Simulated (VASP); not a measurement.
# BaF2 (Fm-3m) in VASP: single point with r2SCAN

Aim: the single point of BaF2 with r2SCAN.

Everything below comes from runs of VASP 6.6.1. Logs are shortened: lines on timing, memory, paths and dates and some standing lists are left out, and cuts for length are marked.

## (1) The cell of the first run

The structure is cubic, space group Fm-3m (No. 225). The conventional cell has a = 5.936 Å, b = 5.936 Å, c = 5.936 Å, α = 90.00°, β = 90.00°, γ = 90.00°. Within 3.4 Å of Ba (site symmetry m-3m) lie 8 F at 2.57 Å. Within 3.4 Å of F (site symmetry -43m) lie 4 Ba at 2.57 Å and 6 F at 2.97 Å.

## (2) Single point, r2SCAN (17.43 Å³/atom)

POSCAR reads:

```
BaF2
1.0
    0.0000000000      2.9681514028      2.9681514028
    2.9681514028      0.0000000000      2.9681514028
    2.9681514028      2.9681514028      0.0000000000
Ba F
1 2
Direct
    0.0000000000      0.0000000000      0.0000000000
    0.2500000000      0.2500000000      0.2500000000
    0.7500000000      0.7500000000      0.7500000000
```

INCAR.step1 reads:

```
SYSTEM = BaF2
PREC     = Accurate       ! precision mode
ENCUT    = 1490           ! plane-wave cutoff, eV
ISMEAR   = 0              ! smearing method
SIGMA    = 0.02           ! smearing width, eV
LREAL    = .FALSE.        ! projectors in reciprocal space
LASPH    = .TRUE.         ! aspherical terms in the spheres
NELM     = 120            ! most SCF steps
NBANDS   = 19             ! bands
GGA      = PE             ! functional
ALGO     = Normal         ! electronic algorithm
EDIFF    = 1E-5           ! SCF threshold, eV
LWAVE    = .TRUE.         ! write WAVECAR
LCHARG   = .FALSE.        ! write CHGCAR
GGA_COMPAT= .FALSE.
```

INCAR.step2 reads:

```
SYSTEM = BaF2
PREC     = Accurate       ! precision mode
ENCUT    = 1490           ! plane-wave cutoff, eV
EDIFF    = 1E-6           ! SCF threshold, eV
ISMEAR   = 0              ! smearing method
SIGMA    = 0.02           ! smearing width, eV
LREAL    = .FALSE.        ! projectors in reciprocal space
LASPH    = .TRUE.         ! aspherical terms in the spheres
NELM     = 120            ! most SCF steps
ALGO     = Normal         ! electronic algorithm
ISIF     = 2              ! what is computed and relaxed
LWAVE    = .FALSE.        ! write WAVECAR
LCHARG   = .FALSE.        ! write CHGCAR
METAGGA  = R2SCAN         ! meta-GGA
LMIXTAU  = .TRUE.       
NBANDS   = 19             ! bands
ISTART   = 1            
GGA_COMPAT= .FALSE.
```

KPOINTS reads:

```
regular mesh
0
G
  6 6 6
  0 0 0
```

Potentials or basis: VASP PAW PBE potentials, release 64 (Ba_sv, F_h).

Started as:

```bash
$ cat potpaw_PBE.64/Ba_sv/POTCAR potpaw_PBE.64/F_h/POTCAR > POTCAR
$ cp INCAR.step1 INCAR
$ mpirun -np 1 vasp_std > vasp.out
$ cp INCAR.step2 INCAR
$ mpirun -np 1 vasp_std > vasp.out
```

OUTCAR:

```text
SYSTEM = BaF2
   PREC = Accurate
   ENCUT = 1490
   EDIFF = 1E-6
   ISMEAR = 0
   LREAL = .FALSE.
   LASPH = .TRUE.
   NELM = 120
   ISIF = 2
   METAGGA = R2SCAN
   ISTART = 1

 ion  position               nearest neighbor table
   1  0.000  0.000  0.000-   3 2.57   3 2.57   3 2.57   2 2.57   3 2.57   2 2.57   2 2.57   2 2.57

   2  0.250  0.250  0.250-   1 2.57   1 2.57   1 2.57   1 2.57
   3  0.750  0.750  0.750-   1 2.57   1 2.57   1 2.57   1 2.57

  LATTYP: Found a face centered cubic cell.
 ALAT       =     5.9363028056

  Lattice vectors:

 A1 = (   0.0000000000,   2.9681514028,   2.9681514028)
 A2 = (   2.9681514028,   0.0000000000,   2.9681514028)
 A3 = (   2.9681514028,   2.9681514028,   0.0000000000)

Analysis of symmetry for initial positions (statically):
=====================================================================
 Subroutine PRICEL returns:
 Original cell was already a primitive cell.

 Routine SETGRP: Setting up the symmetry group for a
 face centered cubic supercell.

 Subroutine GETGRP returns: Found 48 space group operations
 (whereof 48 operations were pure point group operations)
 out of a pool of 48 trial point group operations.

The static configuration has the point symmetry O_h .

Analysis of symmetry for dynamics (positions and initial velocities):
=====================================================================
 Subroutine PRICEL returns:
 Original cell was already a primitive cell.

 Routine SETGRP: Setting up the symmetry group for a
 face centered cubic supercell.

 Subroutine GETGRP returns: Found 48 space group operations
 (whereof 48 operations were pure point group operations)
 out of a pool of 48 trial point group operations.

The dynamic configuration has the point symmetry O_h .

 Subroutine INISYM returns: Found 48 space group operations
 (whereof 48 operations are pure point group operations),
 and found     1 'primitive' translations

----------------------------------------------------------------------------------------

                                     Primitive cell

  volume of cell :      52.2984

  direct lattice vectors                    reciprocal lattice vectors
     0.000000000  2.968151403  2.968151403    -0.168455019  0.168455019  0.168455019
     2.968151403  0.000000000  2.968151403     0.168455019 -0.168455019  0.168455019
     2.968151403  2.968151403  0.000000000     0.168455019  0.168455019 -0.168455019

  length of vectors
[... 74 lines left out ...]
   NELM   =    120;   NELMIN=  2; NELMDL=  0     # of ELM steps
   EDIFF  = 0.1E-05   stopping-criterion for ELM
   LREAL  =      F    real-space projection
   EDIFFG = 0.1E-04   stopping-criterion for IOM
   NSW    =      0    number of steps for IOM
   IBRION =     -1    ionic relax: 0-MD 1-quasi-New 2-CG
   NFREE  =      0    steps in history (QN), initial steepest desc. (CG)
   ISIF   =      2    stress and relaxation
   ISYM   =      2    0-nonsym 1-usesym 2-fastsym
   POTIM  = 0.5000    time-step for ionic-motion
   TEBEG  =    0.0;   TEEND  =   0.0 temperature during run
   PSTRESS=    0.0 pullay stress
   NELECT =      24.0000    total number of electrons
   NUPDOWN=      -1.0000    fix difference up-down
   EMIN   =  10.00;   EMAX   =-10.00  energy-range for DOS
   EFERMI =   0.00;   METHOD = LEGACY
   ISMEAR =     0;   SIGMA  =   0.02  broadening in eV -4-tet -1-fermi 0-gaus
   EFERMI_NEDOS =   21; number of points for ismear=-14 and -15
   IALGO  =     38    algorithm
   IMIX   =      4    mixing-type and parameters
     AMIX     =   0.40;   BMIX     =  1.00
     AMIX_MAG =   1.60;   BMIX_MAG =  1.00
  volume/ion in A,a.u.               =      17.43       117.64
  Fermi-wavevector in a.u.,A,eV,Ry     =   1.262746  2.386243 21.694849  1.594526
  Thomas-Fermi vector in A             =   2.396138
   LORBIT       =      0    0 simple, 1 ext, 2 COOP (PROOUT), +10 PAW based schemes
   METAGGA = R2SCAN    functional components
   LHFCALC =     F    Hartree Fock is set to
   AEXX    =    0.0000 exact exchange contribution
   IVDW    =     0    specifies the selected vdW correction
   LEPSILON=     F    determine dielectric tensor
   LRPA    =     F    only Hartree local field effects (RPA)
 non-spin polarized calculation
 Gauss-broadening in eV      SIGMA  =   0.02
  energy-cutoff  :     1490.00
  volume of cell :       52.30
 maximum number of plane-waves:      6863
 NGX is ok and might be reduce to    54
   NGX = 27   NGY = 27   NGZ = 27

 number of electron      24.0000001 magnetization

 Free energy of the ion-electron system (eV)
  ---------------------------------------------------
  ext. energy  EPLUGINS =         0.00000000
  ---------------------------------------------------
  free energy    TOTEN  =       -44.80647926 eV

  energy without entropy =      -44.80647926  energy(sigma->0) =      -44.80647926

 E-fermi :  -1.5217     XC(G=0):  -9.9130

 val. band max:       -1.6812557548   @ k =  -0.3333   0.1667   0.0000
 cond. band min:       6.2152199516   @ k =   0.0000   0.0000   0.0000
 fundamental gap:      7.8964757064
 Fermi energy:        -1.5217485513

 k-point     1 :       0.0000    0.0000    0.0000
  band No.  band energies     occupation
      1     -25.1953      2.00000
      2     -22.0082      2.00000
      3     -21.4969      2.00000
      4      -9.1634      2.00000
      5      -9.1634      2.00000
      6      -9.1634      2.00000
[... 329 lines left out ...]
      6      -9.1052      2.00000
[... 11 lines left out ...]
     18      15.0611      0.00000
     19      15.0936      0.00000

------------------------ aborting loop because EDIFF is reached ----------------------------------------

  FORCE on cell =-STRESS in cart. coord.  units (eV):
  Direction    XX          YY          ZZ          XY          YZ          ZX
  --------------------------------------------------------------------------------------
  -------------------------------------------------------------------------------------
  Total        4.0065653      4.0065653      4.0065653      0.0000000     -0.0000000      0.0000000
  in kB      122.7424156    122.7424156    122.7424156      0.0000000     -0.0000000      0.0000000
  external PRESSURE =     122.7424156 kB  Pullay stress =       0.0000000 kB

 VOLUME and BASIS-vectors are now :
 -----------------------------------------------------------------------------
  energy-cutoff  :     1490.00
  volume of cell :       52.30
      direct lattice vectors                 reciprocal lattice vectors
     0.000000000  2.968151403  2.968151403    -0.168455019  0.168455019  0.168455019
     2.968151403  0.000000000  2.968151403     0.168455019 -0.168455019  0.168455019
     2.968151403  2.968151403  0.000000000     0.168455019  0.168455019 -0.168455019

 POSITION                                       TOTAL-FORCE (eV/Angst)
 -----------------------------------------------------------------------------------
      0.00000      0.00000      0.00000        -0.000000     -0.000000      0.000000
      1.48408      1.48408      1.48408        -0.000000      0.000000     -0.000000
      4.45223      4.45223      4.45223         0.000000     -0.000000     -0.000000
 -----------------------------------------------------------------------------------
    total drift:                                0.000000      0.000000      0.000000

  FREE ENERGIE OF THE ION-ELECTRON SYSTEM (eV)
  ---------------------------------------------------
  free  energy   TOTEN  =       -44.8064792554 eV

  energy  without entropy=      -44.8064792554  energy(sigma->0) =      -44.80647926
```

It took 6.2 min on 1 thread of AMD EPYC 7R13 (Zen 3), shared host; peak memory 0.46 GiB.

Results:

* Free energy: -44.8065 eV
* Pressure: 12.3 GPa
* Band gap on the k mesh: 7.90 eV (least direct gap 8.05 eV)

Caveat: the cell stands under pressure; the PAW data sets were made with another functional, which shifts forces and pressure a little; spin-orbit coupling is left out, which moves the levels of the heavy elements.
